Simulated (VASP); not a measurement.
# Na (Im-3m) in VASP: notebook

The runs below take Na through single point, relaxation of cell and atoms, with PBE.

Program: VASP 6.6.1. These are calculated values, not measurements. Logs are shortened: lines on timing, memory, paths and dates and some standing lists are left out, and cuts for length are marked.

### 1 The cell of the first run

It takes space group Im-3m (No. 229, cubic). The conventional cell has a = 3.326 Å, b = 3.326 Å, c = 3.326 Å, α = 90.00°, β = 90.00°, γ = 90.00°. Na (site symmetry m-3m) has 14 Na at 2.88 to 3.33 Å within 3.8 Å.

### 2 Single point, PBE

Input file INCAR:

```
PREC = Accurate ; ENCUT = 500
EDIFF = 1E-6 ; ISMEAR = -1
SIGMA = 0.1 ; LREAL = F
LASPH = T ; NELM = 120
ALGO = Normal ; ISIF = 2
LWAVE = F ; LCHARG = F
GGA = PE ; NBANDS = 10
GGA_COMPAT = F
```

Input file KPOINTS:

```
regular mesh
0
Gamma
  16 16 16
```

Input file POSCAR:

```
Na
1.0
   -1.6631777538      1.6631777538      1.6631777538
    1.6631777538     -1.6631777538      1.6631777538
    1.6631777538      1.6631777538     -1.6631777538
Na
1
Direct
    0.0000000000      0.0000000000      0.0000000000
```

Potentials or basis: VASP PAW PBE potentials, release 64 (Na_pv).

Command:

```console
$ cat potpaw_PBE.64/Na_pv/POTCAR > POTCAR
$ mpirun -np 1 vasp_std > vasp.out
```

OUTCAR:

```text
PREC = Accurate
   ENCUT = 500
   EDIFF = 1E-6
   ISMEAR = -1
   LREAL = F
   LASPH = T
   NELM = 120
   ISIF = 2
   GGA = PE

 ion  position               nearest neighbor table
   1  0.000  0.000  0.000-

  LATTYP: Found a body centered cubic cell.
 ALAT       =     3.3263555076

  Lattice vectors:

 A1 = (  -1.6631777538,   1.6631777538,   1.6631777538)
 A2 = (   1.6631777538,  -1.6631777538,   1.6631777538)
 A3 = (   1.6631777538,   1.6631777538,  -1.6631777538)

Analysis of symmetry for initial positions (statically):
=====================================================================
 Subroutine PRICEL returns:
 Original cell was already a primitive cell.

 Routine SETGRP: Setting up the symmetry group for a
 body centered cubic supercell.

 Subroutine GETGRP returns: Found 48 space group operations
 (whereof 48 operations were pure point group operations)
 out of a pool of 48 trial point group operations.

The static configuration has the point symmetry O_h .

Analysis of symmetry for dynamics (positions and initial velocities):
=====================================================================
 Subroutine PRICEL returns:
 Original cell was already a primitive cell.

 Routine SETGRP: Setting up the symmetry group for a
 body centered cubic supercell.

 Subroutine GETGRP returns: Found 48 space group operations
 (whereof 48 operations were pure point group operations)
 out of a pool of 48 trial point group operations.

The dynamic configuration has the point symmetry O_h .

 Subroutine INISYM returns: Found 48 space group operations
 (whereof 48 operations are pure point group operations),
 and found     1 'primitive' translations

----------------------------------------------------------------------------------------

                                     Primitive cell

  volume of cell :      18.4025

  direct lattice vectors                    reciprocal lattice vectors
    -1.663177754  1.663177754  1.663177754     0.000000000  0.300629322  0.300629322
     1.663177754 -1.663177754  1.663177754     0.300629322  0.000000000  0.300629322
     1.663177754  1.663177754 -1.663177754     0.300629322  0.300629322  0.000000000

  length of vectors
     2.880708372  2.880708372  2.880708372     0.425154064  0.425154064  0.425154064

  position of ions in fractional coordinates (direct lattice)
     0.000000000  0.000000000  0.000000000

  ion indices of the primitive-cell ions
   primitive index   ion index
                 1           1

----------------------------------------------------------------------------------------

 KPOINTS: regular mesh

Automatic generation of k-mesh.
 Grid dimensions read from file:
 generate k-points for:   16   16   16

 Generating k-lattice:

  Cartesian coordinates                     Fractional coordinates (reciprocal lattice)
     0.000000000  0.018789333  0.018789333     0.062500000  0.000000000  0.000000000
     0.018789333  0.000000000  0.018789333     0.000000000  0.062500000  0.000000000
     0.018789333  0.018789333  0.000000000     0.000000000  0.000000000  0.062500000

  Length of vectors
     0.026572129  0.026572129  0.026572129

  Shift w.r.t. Gamma in fractional coordinates (k-lattice)
     0.000000000  0.000000000  0.000000000

 Subroutine IBZKPT returns following result:
 ===========================================

 Found    145 irreducible k-points:

 Following reciprocal coordinates:
            Coordinates               Weight
  0.000000  0.000000  0.000000      1.000000
  0.062500  0.000000  0.000000     12.000000
  0.125000  0.000000  0.000000     12.000000
  0.187500  0.000000  0.000000     12.000000
  0.250000  0.000000  0.000000     12.000000
  0.312500  0.000000  0.000000     12.000000
[... 16 lines left out ...]
  0.187500  0.187500  0.000000     24.000000
  0.250000  0.187500  0.000000     48.000000
 [... further k-points ...]
   k-points           NKPTS =    145   k-points in BZ     NKDIM =    145   number of bands    NBANDS=     10
   number of dos      NEDOS =    301   number of ions     NIONS =      1
   total plane-waves  NPLWV =  13824
   dimension x,y,z NGX =    24 NGY =   24 NGZ =   24
   dimension x,y,z NGXF=    48 NGYF=   48 NGZF=   48
   ions per type =               1
   NGX,Y,Z   is equivalent  to a cutoff of  13.85, 13.85, 13.85 a.u.
   NGXF,Y,Z  is equivalent  to a cutoff of  27.70, 27.70, 27.70 a.u.
 SYSTEM =  unknown system
   PREC   = accura    normal or accurate (medium, high low for compatibility)
   ISTART =      0    job   : 0-new  1-cont  2-samecut
   ICHARG =      2    charge: 1-file 2-atom 10-const
   ISPIN  =      1    spin polarized calculation?
   LNONCOLLINEAR =      F non collinear calculations
   LSORBIT =      F    spin-orbit coupling
   LASPH  =      T    aspherical Exc in radial PAW
   ENCUT  =  500.0 eV  36.75 Ry    6.06 a.u.   5.25  5.25  5.25*2*pi/ulx,y,z
   NELM   =    120;   NELMIN=  2; NELMDL= -5     # of ELM steps
   EDIFF  = 0.1E-05   stopping-criterion for ELM
   LREAL  =      F    real-space projection
   EDIFFG = 0.1E-04   stopping-criterion for IOM
   NSW    =      0    number of steps for IOM
   IBRION =     -1    ionic relax: 0-MD 1-quasi-New 2-CG
   NFREE  =      0    steps in history (QN), initial steepest desc. (CG)
   ISIF   =      2    stress and relaxation
   ISYM   =      2    0-nonsym 1-usesym 2-fastsym
   POTIM  = 0.5000    time-step for ionic-motion
   TEBEG  =    0.0;   TEEND  =   0.0 temperature during run
   PSTRESS=    0.0 pullay stress
   NELECT =       7.0000    total number of electrons
   NUPDOWN=      -1.0000    fix difference up-down
   EMIN   =  10.00;   EMAX   =-10.00  energy-range for DOS
   EFERMI =   0.00;   METHOD = LEGACY
   ISMEAR =    -1;   SIGMA  =   0.10  broadening in eV -4-tet -1-fermi 0-gaus
   EFERMI_NEDOS =   21; number of points for ismear=-14 and -15
   IALGO  =     38    algorithm
   IMIX   =      4    mixing-type and parameters
     AMIX     =   0.40;   BMIX     =  1.00
     AMIX_MAG =   1.60;   BMIX_MAG =  1.00
  volume/ion in A,a.u.               =      18.40       124.19
  Fermi-wavevector in a.u.,A,eV,Ry     =   1.186175  2.241546 19.143556  1.407012
  Thomas-Fermi vector in A             =   2.322353
   LORBIT       =      0    0 simple, 1 ext, 2 COOP (PROOUT), +10 PAW based schemes
   GGA     = PE    functional components
   LHFCALC =     F    Hartree Fock is set to
   AEXX    =    0.0000 exact exchange contribution
   IVDW    =     0    specifies the selected vdW correction
   LEPSILON=     F    determine dielectric tensor
   LRPA    =     F    only Hartree local field effects (RPA)
 non-spin polarized calculation
  energy-cutoff  :      500.00
  volume of cell :       18.40
 maximum number of plane-waves:       484
 NGX is ok and might be reduce to    24
   NGX = 11   NGY = 11   NGZ = 11

 number of electron       6.9999992 magnetization

 Free energy of the ion-electron system (eV)
  ---------------------------------------------------
  ext. energy  EPLUGINS =         0.00000000
  ---------------------------------------------------
  free energy    TOTEN  =        -0.65674622 eV

  energy without entropy =       -0.64649657  energy(sigma->0) =       -0.65162140

 E-fermi :   3.4249     XC(G=0):  -8.6743

 val. band max:        3.4110680707   @ k =   0.3125   0.1875   0.0000
 cond. band min:       3.4961686266   @ k =  -0.3125   0.3125   0.3125
 fundamental gap:      0.0851005558
 Fermi energy:         3.4248754039

 k-point     1 :       0.0000    0.0000    0.0000
  band No.  band energies     occupation
      1     -21.4687      2.00000
      2     -21.4687      2.00000
      3     -21.4687      2.00000
      4      -1.7215      2.00000
      5      20.3742      0.00000
      6      20.3742      0.00000
      7      20.3742      0.00000
      8      21.9373      0.00000
      9      21.9373      0.00000
     10      22.9262      0.00000

 k-point     2 :       0.0625    0.0000    0.0000
  band No.  band energies     occupation
      1     -21.4823      2.00000
      2     -21.4725      2.00000
      3     -21.4689      2.00000
      4      -1.6059      2.00000
      5      19.0838      0.00000
      6      19.6330      0.00000
      7      20.2741      0.00000
      8      21.1753      0.00000
      9      21.2314      0.00000
     10      23.7776      0.00000

 k-point     3 :       0.1250    0.0000    0.0000
  band No.  band energies     occupation
      1     -21.5205      2.00000
      2     -21.4831      2.00000
      3     -21.4693      2.00000
      4      -1.2622      2.00000
      5      16.7174      0.00000
      6      18.4477      0.00000
      7      20.0204      0.00000
      8      20.2079      0.00000
      9      21.2146      0.00000
     10      24.9069      0.00000

 k-point     4 :       0.1875    0.0000    0.0000
  band No.  band energies     occupation
      1     -21.5768      2.00000
      2     -21.4989      2.00000
      3     -21.4699      2.00000
      4      -0.7000      2.00000
      5      14.3898      0.00000
      6      17.3541      0.00000
      7      19.3739      0.00000
      8      19.7040      0.00000
      9      21.2325      0.00000
     10      25.7587      0.00000

 k-point     5 :       0.2500    0.0000    0.0000
  band No.  band energies     occupation
      1     -21.6420      2.00000
      2     -21.5176      2.00000
      3     -21.4707      2.00000
      4       0.0668      2.00000
      5      12.2040      0.00000
      6      16.4360      0.00000
      7      18.6983      0.00000
      8      19.3963      0.00000
      9      21.1046      0.00000
     10      26.0297      0.00000

 k-point     6 :       0.3125    0.0000    0.0000
  band No.  band energies     occupation
      1     -21.7059      2.00000
      2     -21.5363      2.00000
      3     -21.4715      2.00000
      4       1.0217      2.00000
      5      10.1727      0.00000
      6      15.7141      0.00000
      7      18.1819      0.00000
      8      19.1374      0.00000
      9      20.8196      0.00000
     10      26.6211      0.00000

 k-point     7 :       0.3750    0.0000    0.0000
  band No.  band energies     occupation
      1     -21.7590      2.00000
      2     -21.5520      2.00000
      3     -21.4722      2.00000
      4       2.1462      1.99999
      5       8.2971      0.00000
      6      15.1957      0.00000
      7      17.8194      0.00000
      8      18.9459      0.00000
      9      20.4939      0.00000
     10      27.0356      0.00000

 k-point     8 :       0.4375    0.0000    0.0000
  band No.  band energies     occupation
      1     -21.7940      2.00000
      2     -21.5625      2.00000
      3     -21.4726      2.00000
      4       3.4110      1.06914
      5       6.5894      0.00000
      6      14.8837      0.00000
      7      17.6050      0.00000
      8      18.8294      0.00000
      9      20.2505      0.00000
     10      27.2821      0.00000

 k-point     9 :       0.5000    0.0000    0.0000
  band No.  band energies     occupation
      1     -21.8061      2.00000
      2     -21.5662      2.00000
      3     -21.4728      2.00000
      4       4.4721      0.00006
      5       5.3821      0.00000
      6      14.7796      0.00000
      7      17.5341      0.00000
      8      18.7904      0.00000
      9      20.1618      0.00000
     10      27.3763      0.00000
[... 118 lines left out ...]
 k-point    19 :       0.2500    0.1250    0.0000
  band No.  band energies     occupation
      1     -21.7086      2.00000
      2     -21.5441      2.00000
      3     -21.4864      2.00000
      4       1.3326      2.00000
      5      10.3143      0.00000
      6      13.4975      0.00000
      7      18.1718      0.00000
      8      19.5872      0.00000
      9      22.8112      0.00000
     10      24.9797      0.00000

 k-point    20 :       0.3125    0.1250    0.0000
  band No.  band energies     occupation
      1     -21.7509      2.00000
      2     -21.5646      2.00000
      3     -21.4877      2.00000
      4       2.4438      1.99989
      5       8.5068      0.00000
      6      13.0005      0.00000
      7      17.7959      0.00000
      8      19.3075      0.00000
      9      22.9829      0.00000
     10      25.0821      0.00000

 k-point    21 :       0.3750    0.1250    0.0000
  band No.  band energies     occupation
      1     -21.7785      2.00000
      2     -21.5786      2.00000
      3     -21.4886      2.00000
      4       3.6906      0.13108
      5       6.8423      0.00000
      6      12.7067      0.00000
      7      17.5549      0.00000
      8      19.1253      0.00000
      9      22.9938      0.00000
     10      25.4256      0.00000

 k-point    22 :       0.4375    0.1250    0.0000
  band No.  band energies     occupation
      1     -21.7881      2.00000
      2     -21.5835      2.00000
      3     -21.4888      2.00000
      4       4.7170      0.00000
      5       5.6771      0.00000
      6      12.6092      0.00000
      7      17.4718      0.00000
      8      19.0629      0.00000
      9      22.9781      0.00000
     10      25.6175      0.00000

 k-point    23 :       0.1875    0.1875    0.0000
  band No.  band energies     occupation
      1     -21.6979      2.00000
      2     -21.5431      2.00000
      3     -21.4919      2.00000
      4       1.2292      2.00000
      5      10.9981      0.00000
      6      12.7423      0.00000
      7      18.0437      0.00000
      8      20.1417      0.00000
      9      22.8445      0.00000
     10      25.9952      0.00000

 k-point    24 :       0.2500    0.1875    0.0000
  band No.  band energies     occupation
      1     -21.7312      2.00000
      2     -21.5699      2.00000
      3     -21.4961      2.00000
      4       2.2446      1.99999
      5       9.4933      0.00000
      6      11.8270      0.00000
      7      17.5477      0.00000
      8      20.1996      0.00000
      9      23.2062      0.00000
     10      25.8167      0.00000

 [... further k-points ...]
[... 5 lines left out ...]
  --------------------------------------------------------------------------------------
  -------------------------------------------------------------------------------------
  Total        2.2816871      2.2816871      2.2816871      0.0000000      0.0000000     -0.0000000
  in kB      198.6509668    198.6509668    198.6509668      0.0000000      0.0000000     -0.0000000
  external PRESSURE =     198.6509668 kB  Pullay stress =       0.0000000 kB

 VOLUME and BASIS-vectors are now :
 -----------------------------------------------------------------------------
  energy-cutoff  :      500.00
  volume of cell :       18.40
      direct lattice vectors                 reciprocal lattice vectors
    -1.663177754  1.663177754  1.663177754     0.000000000  0.300629322  0.300629322
     1.663177754 -1.663177754  1.663177754     0.300629322  0.000000000  0.300629322
     1.663177754  1.663177754 -1.663177754     0.300629322  0.300629322  0.000000000

 POSITION                                       TOTAL-FORCE (eV/Angst)
 -----------------------------------------------------------------------------------
      0.00000      0.00000      0.00000         0.000000      0.000000     -0.000000
 -----------------------------------------------------------------------------------
    total drift:                               -0.000000      0.000000      0.000000

  FREE ENERGIE OF THE ION-ELECTRON SYSTEM (eV)
  ---------------------------------------------------
  free  energy   TOTEN  =        -0.6567462198 eV

  energy  without entropy=       -0.6464965718  energy(sigma->0) =       -0.65162140
```

Wall time 20 s (1 thread of AMD EPYC 7R43 (Zen 3), shared host); peak memory 0.11 GiB.

What came out:

```yaml
Free_energy: -0.6567 eV
Pressure: 19.9 GPa
```

(Continued in part 2 of 2.)
